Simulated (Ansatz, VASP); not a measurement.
**Two plane-wave programs on Ni3O4**

```xyz
7
Lattice="2.9242 -3.9238 0.0000 2.9242 3.9238 0.0000 0.0000 0.0000 2.8473" Properties=species:S:1:pos:R:3 pbc="T T T"
Ni    1.4621   -1.9619    1.4236
Ni    1.4621    1.9619    1.4236
Ni    0.0000    0.0000    0.0000
O     4.6079    0.0000    1.4236
O     1.2405    0.0000    1.4236
O     2.9242    2.0626    0.1300
O     2.9242   -2.0626   -0.1300
```

Change from the starting cell: mode 1 (-73.2 1/cm) frozen in, largest displacement -0.130 Å.

Alike in both runs: task single point; functional PBEsol; k mesh 8 × 8 × 14; occupations gaussian, width 0.15 eV; no spin polarisation.

```csv
,VASP,Ansatz
version,VASP 6.6.1,Ansatz 0.2.0
potentials or method,"VASP PAW PBE potentials, release 64 (Ni, O), cutoff 520 eV","scalar-relativistic, plane waves, PAW"
valence electrons in the cell,54,78
```

|  | VASP | Ansatz | Ansatz less VASP |
| --- | --- | --- | --- |
| gap on the k mesh at the Fermi level (eV) | none | none | - |
| pressure (GPa) | 1.1 | 0.7 | -0.34 |
| traceless stress, the component that is largest in VASP (GPa) | 2.42 | 2.50 | +0.079 |
| rms of the force components (eV/Å) | 0.032 | 0.011 | -0.0212 |

VASP's potentials were made for PBE, not for PBEsol. Atom by atom the forces differ by 0.021 eV/Å (rms over components). A gap of «none» marks a metal or a gap that the smearing closes. With one functional, cell and mesh, what is left measures potentials, basis and numerics. VASP's potentials hold 54 valence electrons a cell and Ansatz's 78, so a difference there can come from the potentials and not from the codes.
